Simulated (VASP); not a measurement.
Input of a VASP 6.6.1 run:

Contents of INCAR:

```
SYSTEM = C
PREC = Accurate
ENCUT = 520
EDIFF = 1E-6
ISMEAR = 0
SIGMA = 0.15
LREAL = .False.
LASPH = .True.
NELM = 60
ALGO = Normal
ISIF = 2
LWAVE = .False.
LCHARG = .True.
GGA = PS
LELF = .True.
LVHAR = .True.
NBANDS = 11
```

KPOINTS

```
regular mesh
0
Gamma
  14 14 8
  0 0 0
```

POSCAR

```
C
1.0
    2.0985689080     -1.2116795867      0.0000000000
    2.0985689080      1.2116795867      0.0000000000
   -1.3604316341      0.0000000000      3.4554886561
C
2
Direct
    0.8333600000      0.8333600000      0.0000900000
    0.1666400000      0.1666400000      0.9999100000
```

Potentials or basis: VASP PAW PBE potentials, release 64 (C).

Launch:

```sh
$ cat potpaw_PBE.64/C/POTCAR > POTCAR
$ mpirun -np 1 vasp_std > vasp.out
```

Estimate the pressure.

13.5 GPa.

What does it give for the band gap on the k mesh?

0.79 eV, indirect (least direct gap 0.82 eV).

Stress tensor (GPa, compression positive):
```
20.03  0.00 -0.04
 0.00 19.98  0.00
-0.04  0.00  0.56
```

Caveat: the PAW data sets were made with another functional, which shifts forces and pressure a little; this functional lacks dispersion, which binds the layers, so the pressure and a relaxed spacing across them are unreliable. A k mesh can miss the band edges.
